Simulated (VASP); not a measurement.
A run of VASP 6.6.1:

File INCAR:

```
SYSTEM = Ag
PREC = Accurate ; ENCUT = 520
EDIFF = 1E-6 ; ISMEAR = -1
SIGMA = 0.1 ; LREAL = .FALSE.
LASPH = .TRUE. ; NELM = 100
ALGO = Normal ; ISIF = 2
LWAVE = .FALSE. ; LCHARG = .TRUE.
GGA = PE ; LELF = .TRUE.
LVHAR = .TRUE. ; NBANDS = 12
```

File KPOINTS:

```
Automatic mesh
0
G
  15 15 15
  0 0 0
```

File POSCAR:

```
Ag
1.0
    0.0000000000      2.1040325000      2.0427500000
    2.1040325000      0.0000000000      2.0427500000
    2.1040325000      2.1040325000      0.0000000000
Ag
1
Direct
    0.0000000000      0.0000000000      0.0000000000
```

Potentials or basis: VASP PAW PBE potentials, release 64 (Ag).

Command:

```sh
$ cat potpaw_PBE.64/Ag/POTCAR > POTCAR
$ mpirun -np 1 vasp_std > vasp.out
```

Hardware: 1 thread of Intel(R) Xeon(R) 6975P-C (Granite Rapids), with other jobs on the host.

Q: How long does it take, and how much memory?

A: Wall time 31 s on 1 thread of Intel(R) Xeon(R) 6975P-C (Granite Rapids), on a shared host, peak memory 0.18 GiB. Counts: scf iterations 11, k points 288.
